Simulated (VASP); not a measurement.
# B5Ru (P6/mmm) in VASP: a series of runs, part 2 of 2

VASP 6.6.1. Earlier steps stand in the parts before.

## 3. Single point, PBE

This run uses another cell than the first one, of 9.94 Å³/atom.

File INCAR:

```
SYSTEM = B5Ru
ALGO = Normal
EDIFF = 1E-6
ENCUT = 520
GGA = PE
ISIF = 2
ISMEAR = 0
LASPH = .True.
LCHARG = .True.
LELF = .True.
LREAL = .False.
LVHAR = .True.
LWAVE = .False.
NBANDS = 24
NELM = 100
PREC = Accurate
SIGMA = 0.1
```

File KPOINTS:

```
k-points
0
Gamma
  6 6 4
  0 0 0
```

File POSCAR:

```
B5Ru
1.0
    3.2427656830      0.0000000000      0.0000000000
   -1.6213828415      2.8083174600      0.0000000000
    0.0000000000      0.0000000000      6.5461451091
B Ru
5 1
Direct
    0.5000000000      0.0000000000      0.0000000000
    0.0000000000      0.5000000000      0.0000000000
    0.5000000000      0.5000000000      0.0000000000
    0.0000000000      0.0000000000      0.8115490049
    0.0000000000      0.0000000000      0.1884509951
    0.0000000000      0.0000000000      0.5000000000
```

Potentials or basis: VASP PAW PBE potentials, release 64 (B, Ru_pv).

On the command line:

```console
$ cat potpaw_PBE.64/B/POTCAR potpaw_PBE.64/Ru_pv/POTCAR > POTCAR
$ mpirun -np 1 vasp_std > vasp.out
```

OUTCAR:

```text
SYSTEM = B5Ru
   EDIFF = 1E-6
   ENCUT = 520
   GGA = PE
   ISIF = 2
   ISMEAR = 0
   LASPH = .True.
   LREAL = .False.
   NELM = 100
   PREC = Accurate

 ion  position               nearest neighbor table
   1  0.500  0.000  0.000-   2 1.62   3 1.62   3 1.62   2 1.62   4 2.04   4 2.04   5 2.04   5 2.04

   2  0.000  0.500  0.000-   3 1.62   3 1.62   1 1.62   1 1.62   4 2.04   5 2.04   4 2.04   5 2.04

   3  0.500  0.500  0.000-   2 1.62   2 1.62   1 1.62   1 1.62   4 2.04   5 2.04   4 2.04   5 2.04

   4  0.000  0.000  0.812-   1 2.04   1 2.04   3 2.04   2 2.04   2 2.04   3 2.04   6 2.04
   5  0.000  0.000  0.188-   1 2.04   1 2.04   3 2.04   2 2.04   2 2.04   3 2.04   6 2.04
   6  0.000  0.000  0.500-   4 2.04   5 2.04

  LATTYP: Found a hexagonal cell.
 ALAT       =     3.2427656830
 C/A-ratio  =     2.0186919898

  Lattice vectors:

 A1 = (   3.2427656830,   0.0000000000,   0.0000000000)
 A2 = (  -1.6213828415,   2.8083174600,   0.0000000000)
 A3 = (   0.0000000000,   0.0000000000,   6.5461451091)

Analysis of symmetry for initial positions (statically):
=====================================================================
 Subroutine PRICEL returns:
 Original cell was already a primitive cell.

 Routine SETGRP: Setting up the symmetry group for a
 hexagonal supercell.

 Subroutine GETGRP returns: Found 24 space group operations
 (whereof 24 operations were pure point group operations)
 out of a pool of 24 trial point group operations.

The static configuration has the point symmetry D_6h.

Analysis of symmetry for dynamics (positions and initial velocities):
=====================================================================
 Subroutine PRICEL returns:
 Original cell was already a primitive cell.

 Routine SETGRP: Setting up the symmetry group for a
 hexagonal supercell.

 Subroutine GETGRP returns: Found 24 space group operations
 (whereof 24 operations were pure point group operations)
 out of a pool of 24 trial point group operations.

The dynamic configuration has the point symmetry D_6h.

 Subroutine INISYM returns: Found 24 space group operations
 (whereof 24 operations are pure point group operations),
 and found     1 'primitive' translations

----------------------------------------------------------------------------------------

                                     Primitive cell

  volume of cell :      59.6139

  direct lattice vectors                    reciprocal lattice vectors
     3.242765683  0.000000000  0.000000000     0.308378741  0.178042549  0.000000000
    -1.621382842  2.808317460  0.000000000     0.000000000  0.356085099  0.000000000
     0.000000000  0.000000000  6.546145109     0.000000000  0.000000000  0.152761661

  length of vectors
     3.242765683  3.242765683  6.546145109     0.356085099  0.356085099  0.152761661

  position of ions in fractional coordinates (direct lattice)
     0.500000000  0.000000000  0.000000000
     0.000000000  0.500000000  0.000000000
     0.500000000  0.500000000  0.000000000
     0.000000000  0.000000000  0.811549005
[... 34 lines left out ...]
 ===========================================

 Found     21 irreducible k-points:

 Following reciprocal coordinates:
            Coordinates               Weight
  0.000000  0.000000  0.000000      1.000000
  0.166667  0.000000  0.000000      6.000000
  0.333333  0.000000  0.000000      6.000000
  0.500000  0.000000  0.000000      3.000000
  0.166667  0.166667  0.000000      6.000000
  0.333333  0.166667  0.000000     12.000000
[... 13 lines left out ...]
  0.333333  0.166667  0.500000     12.000000
  0.333333  0.333333  0.500000      2.000000
   k-points           NKPTS =     21   k-points in BZ     NKDIM =     21   number of bands    NBANDS=     24
   number of dos      NEDOS =    301   number of ions     NIONS =      6
   total plane-waves  NPLWV =  28800
   dimension x,y,z NGX =    24 NGY =   24 NGZ =   50
   dimension x,y,z NGXF=    48 NGYF=   48 NGZF=  100
   ions per type =               5   1
   NGX,Y,Z   is equivalent  to a cutoff of  12.30, 12.30, 12.70 a.u.
   NGXF,Y,Z  is equivalent  to a cutoff of  24.61, 24.61, 25.40 a.u.
 SYSTEM =  B5Ru
   PREC   = accura    normal or accurate (medium, high low for compatibility)
   ISTART =      0    job   : 0-new  1-cont  2-samecut
   ICHARG =      2    charge: 1-file 2-atom 10-const
   ISPIN  =      1    spin polarized calculation?
   LNONCOLLINEAR =      F non collinear calculations
   LSORBIT =      F    spin-orbit coupling
   LASPH  =      T    aspherical Exc in radial PAW
   ENCUT  =  520.0 eV  38.22 Ry    6.18 a.u.   6.03  6.03 12.17*2*pi/ulx,y,z
   NELM   =    100;   NELMIN=  2; NELMDL= -5     # of ELM steps
   EDIFF  = 0.1E-05   stopping-criterion for ELM
   LREAL  =      F    real-space projection
   EDIFFG = 0.1E-04   stopping-criterion for IOM
   NSW    =      0    number of steps for IOM
   IBRION =     -1    ionic relax: 0-MD 1-quasi-New 2-CG
   NFREE  =      0    steps in history (QN), initial steepest desc. (CG)
   ISIF   =      2    stress and relaxation
   ISYM   =      2    0-nonsym 1-usesym 2-fastsym
   POTIM  = 0.5000    time-step for ionic-motion
   TEBEG  =    0.0;   TEEND  =   0.0 temperature during run
   PSTRESS=    0.0 pullay stress
   NELECT =      29.0000    total number of electrons
   NUPDOWN=      -1.0000    fix difference up-down
   EMIN   =  10.00;   EMAX   =-10.00  energy-range for DOS
   EFERMI =   0.00;   METHOD = LEGACY
   ISMEAR =     0;   SIGMA  =   0.10  broadening in eV -4-tet -1-fermi 0-gaus
   EFERMI_NEDOS =   21; number of points for ismear=-14 and -15
   IALGO  =     38    algorithm
   IMIX   =      4    mixing-type and parameters
     AMIX     =   0.40;   BMIX     =  1.00
     AMIX_MAG =   1.60;   BMIX_MAG =  1.00
  volume/ion in A,a.u.               =       9.94        67.05
  Fermi-wavevector in a.u.,A,eV,Ry     =   1.287533  2.433085 22.554938  1.657741
  Thomas-Fermi vector in A             =   2.419542
   LORBIT       =      0    0 simple, 1 ext, 2 COOP (PROOUT), +10 PAW based schemes
   GGA     = PE    functional components
   LHFCALC =     F    Hartree Fock is set to
   AEXX    =    0.0000 exact exchange contribution
   IVDW    =     0    specifies the selected vdW correction
   LEPSILON=     F    determine dielectric tensor
   LRPA    =     F    only Hartree local field effects (RPA)
 non-spin polarized calculation
 Gauss-broadening in eV      SIGMA  =   0.10
  energy-cutoff  :      520.00
  volume of cell :       59.61
 maximum number of plane-waves:      1632
   NGX = 13   NGY = 13   NGZ = 25

 number of electron      28.9999995 magnetization

 Free energy of the ion-electron system (eV)
  ---------------------------------------------------
  ext. energy  EPLUGINS =         0.00000000
  ---------------------------------------------------
  free energy    TOTEN  =       -36.02638197 eV

  energy without entropy =      -36.01112385  energy(sigma->0) =      -36.01875291

 E-fermi :   5.8289     XC(G=0): -11.3278

 val. band max:        5.7524279071   @ k =   0.3333   0.1667   0.2500
 cond. band min:       5.8493326511   @ k =   0.3333   0.1667   0.5000
 fundamental gap:      0.0969047440
 Fermi energy:         5.8289371441

 k-point     1 :       0.0000    0.0000    0.0000
  band No.  band energies     occupation
      1     -36.0253      2.00000
      2     -35.9125      2.00000
      3     -35.9125      2.00000
      4     -11.1294      2.00000
      5      -4.0390      2.00000
      6      -2.6981      2.00000
[... 556 lines left out ...]
     23      15.6974      0.00000
     24      15.6974      0.00000

------------------------ aborting loop because EDIFF is reached ----------------------------------------

  FORCE on cell =-STRESS in cart. coord.  units (eV):
  Direction    XX          YY          ZZ          XY          YZ          ZX
  --------------------------------------------------------------------------------------
  -------------------------------------------------------------------------------------
  Total        0.0119633      0.0119633      0.0201960      0.0000000     -0.0000000      0.0000000
  in kB        0.3215250      0.3215250      0.5427854      0.0000000     -0.0000000      0.0000000
  external PRESSURE =       0.3952785 kB  Pullay stress =       0.0000000 kB

 VOLUME and BASIS-vectors are now :
 -----------------------------------------------------------------------------
  energy-cutoff  :      520.00
  volume of cell :       59.61
      direct lattice vectors                 reciprocal lattice vectors
     3.242765683  0.000000000  0.000000000     0.308378741  0.178042549  0.000000000
    -1.621382842  2.808317460  0.000000000     0.000000000  0.356085099  0.000000000
     0.000000000  0.000000000  6.546145109     0.000000000  0.000000000  0.152761661

 POSITION                                       TOTAL-FORCE (eV/Angst)
 -----------------------------------------------------------------------------------
      1.62138      0.00000      0.00000        -0.000000      0.000000      0.000000
     -0.81069      1.40416      0.00000        -0.000000      0.000000      0.000000
      0.81069      1.40416      0.00000        -0.000000      0.000000      0.000000
      0.00000      0.00000      5.31252         0.000000     -0.000000      0.005333
      0.00000      0.00000      1.23363        -0.000000      0.000000     -0.005333
      0.00000      0.00000      3.27307        -0.000000      0.000000      0.000000
 -----------------------------------------------------------------------------------
    total drift:                                0.000000      0.000000     -0.000000

  FREE ENERGIE OF THE ION-ELECTRON SYSTEM (eV)
  ---------------------------------------------------
  free  energy   TOTEN  =       -36.0263819731 eV

  energy  without entropy=      -36.0111238544  energy(sigma->0) =      -36.01875291
```

Wall time 35 s (1 thread of Intel Xeon 8259CL, shared host); peak memory 0.18 GiB.

What came out:

| Quantity | Value |
| --- | --- |
| Free energy | -36.0264 eV |
| Pressure | 0.0 GPa |
| Largest force | 0.005 eV/Å |
| Band gap on the k mesh | zero (an odd number of electrons rules out a gap without spin polarisation) |

Forces in eV/Å, atoms in the order of the input:
```
B    0.000  0.000  0.000
B    0.000  0.000  0.000
B    0.000  0.000  0.000
B    0.000  0.000  0.005
B    0.000  0.000 -0.005
Ru   0.000  0.000  0.000
```

Levels at points of the mesh, in eV from the Fermi level:
```csv
k point,band 11,band 12,band 13,band 14,band 15,band 16,band 17,band 18,band 19,band 20
"(0.00, 0.00, 0.00)",-0.63,-0.63,-0.52,-0.52,-0.17,1.28,3.72,3.72,4.08,4.08
"(0.50, 0.00, 0.00)",-1.97,-1.31,-1.01,0.43,0.98,1.79,1.91,3.11,5.30,5.37
"(0.00, 0.00, 0.50)",-2.68,-0.63,-0.63,-0.11,-0.11,1.34,2.95,2.95,3.69,3.69
"(0.50, 0.00, 0.50)",-2.19,-1.67,-0.90,-0.38,0.33,0.98,2.83,3.69,3.87,5.27
```

Caveat: the k points lie up to 0.37 Å⁻¹ apart, too coarse for converged energies and pressures of a metal.

## 4. Relaxation of cell and atoms, PBE

File INCAR:

```
PREC = Accurate
ENCUT = 600
EDIFF = 1E-6
ISMEAR = 0
SIGMA = 0.1
LREAL = False
LASPH = True
NELM = 80
ALGO = Normal
ISIF = 3
LWAVE = False
LCHARG = False
GGA = PE
IBRION = 2
NSW = 90
EDIFFG = -0.04
```

File KPOINTS:

```
Automatic mesh
0
Gamma
  6 6 4
```

File POSCAR:

```
B5Ru
1.0
    3.1783294000      0.0000000000      0.0000000000
   -1.5891647000      2.7525140000      0.0000000000
    0.0000000000      0.0000000000      5.3595682500
B Ru
5 1
Direct
    0.5000000000      0.0000000000      0.0000000000
    0.0000000000      0.5000000000      0.0000000000
    0.5000000000      0.5000000000      0.0000000000
    0.0000000000      0.0000000000      0.8272128400
    0.0000000000      0.0000000000      0.1727871600
    0.0000000000      0.0000000000      0.5000000000
```

On the command line:

```console
$ cat potpaw_PBE.64/B/POTCAR potpaw_PBE.64/Ru_pv/POTCAR > POTCAR
$ mpirun -np 1 vasp_std > vasp.out
```

Run time: 4.9 min. Hardware: 1 thread of Intel Xeon 8259CL, shared host; peak memory 0.21 GiB.

The run converged. Its results:

```yaml
Free_energy: -36.0203 eV
Relaxed_volume: 9.93 Å³/atom
Relaxed_cell: a = 3.242 Å, b = 3.242 Å, c = 6.544 Å, α = 90.00°, β = 90.00°, γ = 120.00°
Space_group_after_relaxing_to_0.1_Å: P6/mmm (No. 191)
Energy_gained_by_relaxing: 564.1 meV/atom
Ionic_steps: 10
Pressure_after_relaxing: 0.1 GPa
Largest_force_after_relaxing: 0.010 eV/Å
Band_gap_on_the_k_mesh: zero (an odd number of electrons rules out a gap without spin polarisation)
```

Forces on the atoms (eV/Å):
```
B    0.000  0.000  0.000
B    0.000  0.000  0.000
B    0.000  0.000  0.000
B    0.000  0.000  0.010
B    0.000  0.000 -0.010
Ru   0.000  0.000  0.000
```

Step by step:
```csv
step,energy change (eV),largest force (eV/Å),pressure (GPa),volume (Å³)
1,0.0000,2.8260,61.59,46.89
2,-1.5203,2.7993,-16.88,69.73
3,-2.5057,2.8936,1.62,58.23
4,-3.1779,1.4500,-4.39,60.68
5,-3.3032,0.5559,-6.24,61.80
6,-3.3150,0.1193,-6.84,62.30
7,-3.3570,0.3973,3.11,58.74
8,-3.3795,0.2303,-0.82,60.03
9,-3.3843,0.0669,-0.13,59.69
10,-3.3847,0.0096,0.09,59.58
```

Final structure:
```yaml
crystal:
  lattice:
    - [3.24230, 0.00000, 0.00000]
    - [-1.62115, 2.80791, 0.00000]
    - [0.00000, 0.00000, 6.54444]
  atoms:
    - { symbol: B, position: [0.50000, 0.00000, 0.00000] }
    - { symbol: B, position: [0.00000, 0.50000, 0.00000] }
    - { symbol: B, position: [0.50000, 0.50000, 0.00000] }
    - { symbol: B, position: [0.00000, 0.00000, 0.81154] }
    - { symbol: B, position: [0.00000, 0.00000, 0.18846] }
    - { symbol: Ru, position: [0.00000, 0.00000, 0.50000] }
```

Levels at points of the mesh, in eV from the Fermi level:
```
           k point  band 13  band 14  band 15  band 16  band 17  band 18
(0.00, 0.00, 0.00)    -0.52    -0.52    -0.17     1.28     3.72     3.72
(0.50, 0.00, 0.00)    -1.01     0.43     0.98     1.79     1.92     3.12
(0.00, 0.00, 0.50)    -0.63    -0.11    -0.11     1.34     2.95     2.95
(0.50, 0.00, 0.50)    -0.90    -0.38     0.33     0.99     2.83     3.69
```

Caveat: the k points lie up to 0.37 Å⁻¹ apart in the final cell, too coarse for converged energies and pressures of a metal; the volume moved by over 15 % at a fixed basis, so the end points are rough.

## 5. The runs side by side

| task | cell | cutoff (eV) | gap on the mesh (eV) | pressure (GPa) | largest force (eV/Å) |
| --- | --- | --- | --- | --- | --- |
| single point | a = 3.178, b = 3.178, c = 5.360 Å, angles 90.0, 90.0, 120.0°, 6 atoms, atomic positions A | 520 | none | 61.7 | 2.83 |
| single point | a = 3.243, b = 3.243, c = 6.546 Å, angles 90.0, 90.0, 120.0°, 6 atoms, atomic positions B | 520 | none | 0.0 | 0.01 |
| relaxation of cell and atoms | relaxed from a = 3.178, b = 3.178, c = 5.360 Å, angles 90.0, 90.0, 120.0°, 6 atoms, atomic positions A | 600 | none | 0.1 | 0.01 |

Alike in all rows: level PBE; potentials or basis VASP PAW PBE potentials, release 64 (B, Ru_pv); no spin polarisation; k mesh 6 × 6 × 4; smearing gaussian 0.1 eV.

Caveats: all runs use coarse meshes; forces of over 1 eV/Å act on the atoms, so gaps and moduli don't describe the material at rest (at least some runs); the volume moved by over 15 % at a fixed basis, so the end points are rough (at least some runs).

Absolute energies hang on the potentials; compare differences alone.
